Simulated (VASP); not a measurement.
# ZnSe (Stilleite) (F-43m) in VASP: notebook

Aim: see how the results for ZnSe (Stilleite) move with the level of theory and the settings. Levels: LDA, PBE, PBEsol. Tasks: vibrations by perturbation theory, dielectric tensor.

All numbers are computed with VASP 6.6.1; they aren't measurements. Logs are shortened: lines on timing, memory, paths and dates and some standing lists are left out, and cuts for length are marked.

### Step 1. The cell of the first run

The structure is cubic, space group F-43m (No. 216). Conventional cell: a = 5.668 Å, b = 5.668 Å, c = 5.668 Å, α = 90.00°, β = 90.00°, γ = 90.00°. Se (site symmetry -43m) has 4 Zn at 2.45 Å within 3.2 Å. Within 3.2 Å of Zn (site symmetry -43m) lie 4 Se at 2.45 Å.

### Step 2. Vibrations by perturbation theory, LDA

Contents of INCAR:

```
SYSTEM = ZnSe
ALGO = Normal ; EDIFF = 1E-8
ENCUT = 520 ; GGA = CA
IBRION = 8 ; ISIF = 2
ISMEAR = -1 ; LASPH = .TRUE.
LCHARG = .FALSE. ; LREAL = .FALSE.
LWAVE = .FALSE. ; NBANDS = 16
NELM = 80 ; NSW = 1
PREC = Accurate ; SIGMA = 0.05
```

Contents of KPOINTS:

```
k-points
0
G
  6 6 6
  0 0 0
```

Contents of POSCAR:

```
ZnSe
1.0
    0.0000000000      2.8338000000      2.8338000000
    2.8338000000      0.0000000000      2.8338000000
    2.8338000000      2.8338000000      0.0000000000
Se Zn
1 1
Direct
    0.7500000000      0.7500000000      0.7500000000
    0.0000000000      0.0000000000      0.0000000000
```

Potentials or basis: VASP PAW LDA potentials, release 64 (Se, Zn).

On the command line:

```bash
$ cat potpaw_LDA.64/Se/POTCAR potpaw_LDA.64/Zn/POTCAR > POTCAR
$ mpirun -np 1 vasp_std > vasp.out
```

OUTCAR:

```text
SYSTEM = ZnSe
   EDIFF = 1E-8
   ENCUT = 520
   GGA = CA
   IBRION = 8
   ISIF = 2
   ISMEAR = -1
   LASPH = .TRUE.
   LREAL = .FALSE.
   NELM = 80
   NSW = 1
   PREC = Accurate

 ion  position               nearest neighbor table
   1  0.750  0.750  0.750-   2 2.45   2 2.45   2 2.45   2 2.45
   2  0.000  0.000  0.000-   1 2.45   1 2.45   1 2.45   1 2.45

  LATTYP: Found a face centered cubic cell.
 ALAT       =     5.6676000000

  Lattice vectors:

 A1 = (   0.0000000000,   2.8338000000,   2.8338000000)
 A2 = (   2.8338000000,   0.0000000000,   2.8338000000)
 A3 = (   2.8338000000,   2.8338000000,   0.0000000000)

Analysis of symmetry for initial positions (statically):
=====================================================================
 Subroutine PRICEL returns:
 Original cell was already a primitive cell.

 Routine SETGRP: Setting up the symmetry group for a
 face centered cubic supercell.

 Subroutine GETGRP returns: Found 24 space group operations
 (whereof 24 operations were pure point group operations)
 out of a pool of 48 trial point group operations.

The static configuration has the point symmetry T_d .

Analysis of symmetry for dynamics (positions and initial velocities):
=====================================================================
 Subroutine PRICEL returns:
 Original cell was already a primitive cell.

 Routine SETGRP: Setting up the symmetry group for a
 face centered cubic supercell.

 Subroutine GETGRP returns: Found 24 space group operations
 (whereof 24 operations were pure point group operations)
 out of a pool of 48 trial point group operations.

The dynamic configuration has the point symmetry T_d .

 Subroutine INISYM returns: Found 24 space group operations
 (whereof 24 operations are pure point group operations),
 and found     1 'primitive' translations

----------------------------------------------------------------------------------------

                                     Primitive cell

  volume of cell :      45.5132

  direct lattice vectors                    reciprocal lattice vectors
     0.000000000  2.833800000  2.833800000    -0.176441527  0.176441527  0.176441527
     2.833800000  0.000000000  2.833800000     0.176441527 -0.176441527  0.176441527
     2.833800000  2.833800000  0.000000000     0.176441527  0.176441527 -0.176441527

  length of vectors
     4.007598393  4.007598393  4.007598393     0.305605690  0.305605690  0.305605690

  position of ions in fractional coordinates (direct lattice)
     0.750000000  0.750000000  0.750000000
     0.000000000  0.000000000  0.000000000

  ion indices of the primitive-cell ions
   primitive index   ion index
                 1           1
                 2           2

----------------------------------------------------------------------------------------

 KPOINTS: k-points

Automatic generation of k-mesh.
 Grid dimensions read from file:
 generate k-points for:    6    6    6

 Generating k-lattice:

  Cartesian coordinates                     Fractional coordinates (reciprocal lattice)
    -0.029406921  0.029406921  0.029406921     0.166666667  0.000000000  0.000000000
     0.029406921 -0.029406921  0.029406921     0.000000000  0.166666667  0.000000000
     0.029406921  0.029406921 -0.029406921     0.000000000  0.000000000  0.166666667

  Length of vectors
     0.050934282  0.050934282  0.050934282

  Shift w.r.t. Gamma in fractional coordinates (k-lattice)
     0.000000000  0.000000000  0.000000000

 Subroutine IBZKPT returns following result:
 ===========================================

 Found     16 irreducible k-points:

 Following reciprocal coordinates:
            Coordinates               Weight
  0.000000  0.000000  0.000000      1.000000
  0.166667  0.000000  0.000000      8.000000
  0.333333  0.000000  0.000000      8.000000
  0.500000  0.000000  0.000000      4.000000
  0.166667  0.166667  0.000000      6.000000
  0.333333  0.166667  0.000000     24.000000
[... 8 lines left out ...]
 -0.333333  0.333333  0.166667     24.000000
 -0.333333  0.500000  0.166667     12.000000
   k-points           NKPTS =     16   k-points in BZ     NKDIM =     16   number of bands    NBANDS=     16
   number of dos      NEDOS =    301   number of ions     NIONS =      2
   total plane-waves  NPLWV =  27000
   dimension x,y,z NGX =    30 NGY =   30 NGZ =   30
   dimension x,y,z NGXF=    60 NGYF=   60 NGZF=   60
   ions per type =               1   1
   NGX,Y,Z   is equivalent  to a cutoff of  12.44, 12.44, 12.44 a.u.
   NGXF,Y,Z  is equivalent  to a cutoff of  24.89, 24.89, 24.89 a.u.
 SYSTEM =  ZnSe
   PREC   = accura    normal or accurate (medium, high low for compatibility)
   ISTART =      0    job   : 0-new  1-cont  2-samecut
   ICHARG =      2    charge: 1-file 2-atom 10-const
   ISPIN  =      1    spin polarized calculation?
   LNONCOLLINEAR =      F non collinear calculations
   LSORBIT =      F    spin-orbit coupling
   LASPH  =      T    aspherical Exc in radial PAW
   ENCUT  =  520.0 eV  38.22 Ry    6.18 a.u.   7.45  7.45  7.45*2*pi/ulx,y,z
   NELM   =     80;   NELMIN=  2; NELMDL= -5     # of ELM steps
   EDIFF  = 0.1E-07   stopping-criterion for ELM
   LREAL  =      F    real-space projection
   EDIFFG = 0.1E-06   stopping-criterion for IOM
   NSW    =      1    number of steps for IOM
   IBRION =      8    ionic relax: 0-MD 1-quasi-New 2-CG
   NFREE  =      0    steps in history (QN), initial steepest desc. (CG)
   ISIF   =      2    stress and relaxation
   ISYM   =      2    0-nonsym 1-usesym 2-fastsym
   POTIM  = 0.5000    time-step for ionic-motion
   TEBEG  =    0.0;   TEEND  =   0.0 temperature during run
   PSTRESS=    0.0 pullay stress
   NELECT =      18.0000    total number of electrons
   NUPDOWN=      -1.0000    fix difference up-down
   EMIN   =  10.00;   EMAX   =-10.00  energy-range for DOS
   EFERMI =   0.00;   METHOD = LEGACY
   ISMEAR =    -1;   SIGMA  =   0.05  broadening in eV -4-tet -1-fermi 0-gaus
   EFERMI_NEDOS =   21; number of points for ismear=-14 and -15
   IALGO  =     38    algorithm
   IMIX   =      4    mixing-type and parameters
     AMIX     =   0.40;   BMIX     =  1.00
     AMIX_MAG =   1.60;   BMIX_MAG =  1.00
  volume/ion in A,a.u.               =      22.76       153.57
  Fermi-wavevector in a.u.,A,eV,Ry     =   1.201673  2.270834 19.647073  1.444019
  Thomas-Fermi vector in A             =   2.337476
   LORBIT       =      0    0 simple, 1 ext, 2 COOP (PROOUT), +10 PAW based schemes
   GGA     = CA    functional components
   LHFCALC =     F    Hartree Fock is set to
   AEXX    =    0.0000 exact exchange contribution
   IVDW    =     0    specifies the selected vdW correction
   LEPSILON=     F    determine dielectric tensor
   LRPA    =     F    only Hartree local field effects (RPA)
 non-spin polarized calculation
  energy-cutoff  :      520.00
  volume of cell :       45.51
 maximum number of plane-waves:      1243
 NGX is ok and might be reduce to    30
   NGX = 15   NGY = 15   NGZ = 15

--------------------------------------- Ionic step        1  -------------------------------------------

 number of electron      18.0000011 magnetization

 Free energy of the ion-electron system (eV)
  ---------------------------------------------------
  ext. energy  EPLUGINS =         0.00000000
  ---------------------------------------------------
  free energy    TOTEN  =        -7.34436069 eV

  energy without entropy =       -7.34436024  energy(sigma->0) =       -7.34436047

 E-fermi :   2.0728     XC(G=0):  -9.6979

 val. band max:        1.5114175687   @ k =   0.0000   0.0000   0.0000
 cond. band min:       2.5775745517   @ k =   0.0000   0.0000   0.0000
 fundamental gap:      1.0661569830
 Fermi energy:         2.0727891653

 k-point     1 :       0.0000    0.0000    0.0000
  band No.  band energies     occupation
      1     -11.7779      2.00000
      2      -5.1691      2.00000
      3      -5.1691      2.00000
      4      -5.1691      2.00000
      5      -4.8103      2.00000
      6      -4.8103      2.00000
[... 283 lines left out ...]
      5      -4.7959      2.00000
      6      -4.5364      2.00000
[... 8 lines left out ...]
     15      15.2267      0.00000
     16      15.5356      0.00000

------------------------ aborting loop because EDIFF is reached ----------------------------------------

  FORCE on cell =-STRESS in cart. coord.  units (eV):
  Direction    XX          YY          ZZ          XY          YZ          ZX
  --------------------------------------------------------------------------------------
  -------------------------------------------------------------------------------------
  Total       -0.8712689     -0.8712689     -0.8712689      0.0000000      0.0000000      0.0000000
  in kB      -30.6708078    -30.6708078    -30.6708078      0.0000000      0.0000000      0.0000000
  external PRESSURE =     -30.6708078 kB  Pullay stress =       0.0000000 kB

 VOLUME and BASIS-vectors are now :
 -----------------------------------------------------------------------------
  energy-cutoff  :      520.00
  volume of cell :       45.51
      direct lattice vectors                 reciprocal lattice vectors
     0.000000000  2.833800000  2.833800000    -0.176441527  0.176441527  0.176441527
     2.833800000  0.000000000  2.833800000     0.176441527 -0.176441527  0.176441527
     2.833800000  2.833800000  0.000000000     0.176441527  0.176441527 -0.176441527

 POSITION                                       TOTAL-FORCE (eV/Angst)
 -----------------------------------------------------------------------------------
      4.25070      4.25070      4.25070         0.000000     -0.000000      0.000000
      0.00000      0.00000      0.00000        -0.000000      0.000000     -0.000000
 -----------------------------------------------------------------------------------
    total drift:                                0.000001      0.000001      0.000001

  FREE ENERGIE OF THE ION-ELECTRON SYSTEM (eV)
  ---------------------------------------------------
  free  energy   TOTEN  =        -7.3443606936 eV

  energy  without entropy=       -7.3443602448  energy(sigma->0) =       -7.34436047

[... ionic steps 2 to 3 ...]

--------------------------------------- Ionic step        4  -------------------------------------------

------------------------ aborting loop because EDIFF is reached ----------------------------------------

[... ionic steps 5 to 6 ...]

--------------------------------------- Ionic step        7  -------------------------------------------

 Free energy of the ion-electron system (eV)
  ---------------------------------------------------
  ---------------------------------------------------
  free energy    TOTEN  =        -0.21073809 eV

  energy without entropy =       -0.21073809

------------------------ aborting loop because EDIFF is reached ----------------------------------------

 INTERNAL STRAIN TENSOR  FOR ION    2  DIRECTION 1   (eV/Angst):
 -----------------------------------------------------------------------------
     0.00776  0.00000  0.00000
     0.00000 -0.00906 -4.35548
     0.00000 -4.35548 -0.00906

 INTERNAL STRAIN TENSOR FOR ION    2 for displacements in x,y,z  (eV/Angst):
          X           Y           Z          XY          YZ          ZX
  --------------------------------------------------------------------------------
  x    -0.00000     0.00000     0.00000     0.00000    -4.35548     0.00000
  y     0.00000    -0.00000     0.00000     0.00000     0.00000    -4.35548
  z     0.00000     0.00000    -0.00000    -4.35548     0.00000     0.00000

 SECOND DERIVATIVES (NOT SYMMETRIZED)
 ------------------------------------
               1X          1Y          1Z          2X          2Y          2Z
  1X    -5.288474    0.000000    0.000000    5.288474    0.000000    0.000000
  1Y     0.000000   -5.288474    0.000000    0.000000    5.288474    0.000000
  1Z     0.000000    0.000000   -5.288474    0.000000    0.000000    5.288474
  2X     5.364954    0.000000    0.000000   -5.364954    0.000000    0.000000
  2Y     0.000000    5.364954    0.000000    0.000000   -5.364954    0.000000
  2Z     0.000000    0.000000    5.364954    0.000000    0.000000   -5.364954

 Eigenvectors and eigenvalues of the dynamical matrix
 ----------------------------------------------------

   1 f  =    6.035022 THz    37.919159 2PiTHz  201.306650 cm-1    24.958832 meV
             X         Y         Z           dx          dy          dz
      4.250700  4.250700  4.250700     0.000000    0.670404    0.000000
      0.000000  0.000000  0.000000     0.000000   -0.741996    0.000000
[... 21 lines left out ...]
   6 f/i=    0.021552 THz     0.135413 2PiTHz    0.718885 cm-1     0.089130 meV
             X         Y         Z           dx          dy          dz
      4.250700  4.250700  4.250700     0.000000    0.000000    0.741996
      0.000000  0.000000  0.000000     0.000000    0.000000    0.670404

--------------------------------------------------------------------------------------------------------

 ELASTIC MODULI CONTR FROM IONIC RELAXATION (kBar)
 Direction    XX          YY          ZZ          XY          YZ          ZX
 --------------------------------------------------------------------------------
 XX          -0.0000      0.0000     -0.0000      0.0000     -0.0000      0.0000
 YY           0.0000     -0.0000      0.0000      0.0000      0.0000     -0.0000
 ZZ          -0.0000      0.0000     -0.0000     -0.0000      0.0000      0.0000
 XY           0.0000      0.0000     -0.0000   -124.8838      0.0000      0.0000
 YZ          -0.0000      0.0000      0.0000      0.0000   -124.8838      0.0000
 ZX           0.0000     -0.0000      0.0000      0.0000      0.0000   -124.8838
 --------------------------------------------------------------------------------
```

Run time: 2 min. Hardware: 1 thread of Intel Xeon Platinum 8375C at 2.90GHz (Ice Lake), shared host; peak memory 0.22 GiB.

Results:

| Property | Result |
| --- | --- |
| Highest phonon frequency at Γ, LO-TO splitting left out | 201 cm⁻¹ |

Phonon frequencies in cm⁻¹ (negative: imaginary):
```tsv
q point	frequencies
(0.000, 0.000, 0.000)	-1 -1 -1 201 201 201
```

Caveat: the cell wasn't relaxed at this level first, which shifts response properties.

### Step 3. Vibrations by perturbation theory, PBE

Contents of INCAR:

```
SYSTEM = ZnSe
PREC = Accurate
ENCUT = 520
EDIFF = 1E-8
ISMEAR = -1
SIGMA = 0.05
LREAL = .False.
LASPH = .True.
NELM = 100
ALGO = Normal
ISIF = 2
LWAVE = .False.
LCHARG = .False.
GGA = PE
IBRION = 8
NSW = 1
```

Contents of KPOINTS:

```
regular mesh
0
Gamma
  6 6 6
  0 0 0
```

POSCAR is that of step 2.

Potentials or basis: VASP PAW PBE potentials, release 64 (Se, Zn).

On the command line:

```bash
$ cat potpaw_PBE.64/Se/POTCAR potpaw_PBE.64/Zn/POTCAR > POTCAR
$ mpirun -np 1 vasp_std > vasp.out
```

OUTCAR:

```text
SYSTEM = ZnSe
   PREC = Accurate
   ENCUT = 520
   EDIFF = 1E-8
   ISMEAR = -1
   LREAL = .False.
   LASPH = .True.
   NELM = 100
   ISIF = 2
   GGA = PE
   IBRION = 8
   NSW = 1

 ion  position               nearest neighbor table
   1  0.750  0.750  0.750-   2 2.45   2 2.45   2 2.45   2 2.45
   2  0.000  0.000  0.000-   1 2.45   1 2.45   1 2.45   1 2.45

  LATTYP: Found a face centered cubic cell.
 ALAT       =     5.6676000000

  Lattice vectors:

[... 500 lines left out ...]
               1X          1Y          1Z          2X          2Y          2Z
  1X    -5.704438    0.000000    0.000000    5.704438    0.000000    0.000000
  1Y     0.000000   -5.704438    0.000000    0.000000    5.704438    0.000000
  1Z     0.000000    0.000000   -5.704438    0.000000    0.000000    5.704438
  2X     5.771794    0.000000    0.000000   -5.771794    0.000000    0.000000
  2Y     0.000000    5.771794    0.000000    0.000000   -5.771794    0.000000
  2Z     0.000000    0.000000    5.771794    0.000000    0.000000   -5.771794

 Eigenvectors and eigenvalues of the dynamical matrix
 ----------------------------------------------------

   1 f  =    6.263343 THz    39.353743 2PiTHz  208.922624 cm-1    25.903092 meV
             X         Y         Z           dx          dy          dz
      4.250700  4.250700  4.250700    -0.670887    0.000000    0.000000
      0.000000  0.000000  0.000000     0.741559    0.000000    0.000000
[... 21 lines left out ...]
   6 f/i=    0.018288 THz     0.114910 2PiTHz    0.610038 cm-1     0.075635 meV
             X         Y         Z           dx          dy          dz
      4.250700  4.250700  4.250700     0.000000   -0.430596   -0.603736
      0.000000  0.000000  0.000000     0.000000   -0.389560   -0.546199

--------------------------------------------------------------------------------------------------------

 ELASTIC MODULI CONTR FROM IONIC RELAXATION (kBar)
 Direction    XX          YY          ZZ          XY          YZ          ZX
 --------------------------------------------------------------------------------
 XX          -0.0000      0.0000      0.0000     -0.0000      0.0000      0.0000
 YY           0.0000     -0.0000     -0.0000     -0.0000     -0.0000      0.0000
 ZZ           0.0000     -0.0000     -0.0000      0.0000     -0.0000      0.0000
 XY          -0.0000     -0.0000      0.0000   -195.5983      0.0000      0.0000
 YZ           0.0000     -0.0000     -0.0000      0.0000   -195.5983      0.0000
 ZX           0.0000      0.0000      0.0000      0.0000      0.0000   -195.5983
 --------------------------------------------------------------------------------
```

OSZICAR:

```text
N       E                     dE             d eps       ncg     rms          rms(c)
DAV:   1     0.844804851070E+02    0.84480E+02   -0.90845E+03   416   0.159E+03
DAV:   2    -0.708610432083E+00   -0.85189E+02   -0.82119E+02   436   0.273E+02
DAV:   3    -0.625326714069E+01   -0.55447E+01   -0.55037E+01   526   0.702E+01
[... 38 lines left out ...]
RMM:   7    -0.209387348869E+00    0.11298E-05   -0.91167E-10  2141   0.719E-04    0.649E-05
RMM:   8    -0.209387327565E+00    0.21304E-07    0.73429E-08  2241   0.166E-04    0.221E-05
RMM:   9    -0.209387458044E+00   -0.13048E-06    0.71767E-09  2185   0.757E-05    0.508E-06
RMM:  10    -0.209387444573E+00    0.13470E-07    0.16923E-08  2254   0.179E-05    0.325E-06
RMM:  11    -0.209387479209E+00   -0.34636E-07    0.31477E-09  2153   0.114E-05    0.984E-07
RMM:  12    -0.209387478458E+00    0.75144E-09    0.23096E-09  1747   0.320E-06    0.303E-07
 Linear response finished
```

stdout:

```text
POSCAR found type information on POSCAR SeZn
 POSCAR found :  2 types and       2 ions
 scaLAPACK will be used
 LDA part: xc-table for (Slater+PW92), standard interpolation
 POSCAR, INCAR and KPOINTS ok, starting setup
 FFT: planning ... GRIDC
 FFT: planning ... GRID_SOFT
 FFT: planning ... GRID
 WAVECAR not read
 entering main loop
 Linear response reoptimize wavefunctions to high precision
 Linear response DOF=           2
 Linear response progress:
 first order change of Fermi-energy   0.50618E-02
 force on displaced ion       1 direction 1 :  -5.704  -0.000  -0.000
 Linear response progress:
 first order change of Fermi-energy  -0.46837E-02
 force on displaced ion       2 direction 1 :  -5.772   0.000   0.000
 Linear response finished
```

Run time: 91 s. Hardware: 1 thread of Intel Xeon 6975P-C, shared host; peak memory 0.24 GiB.

Results:

```yaml
Highest_phonon_frequency_at_Γ_LO-TO_splitting_left_out: 209 cm⁻¹
```

Phonon frequencies in cm⁻¹ (negative: imaginary):
```
              q point           frequencies
(0.000, 0.000, 0.000)  -1 -1 -1 209 209 209
```

Caveat: the cell wasn't relaxed at this level first, which shifts response properties.

(Part 1 of 2 ends here.)
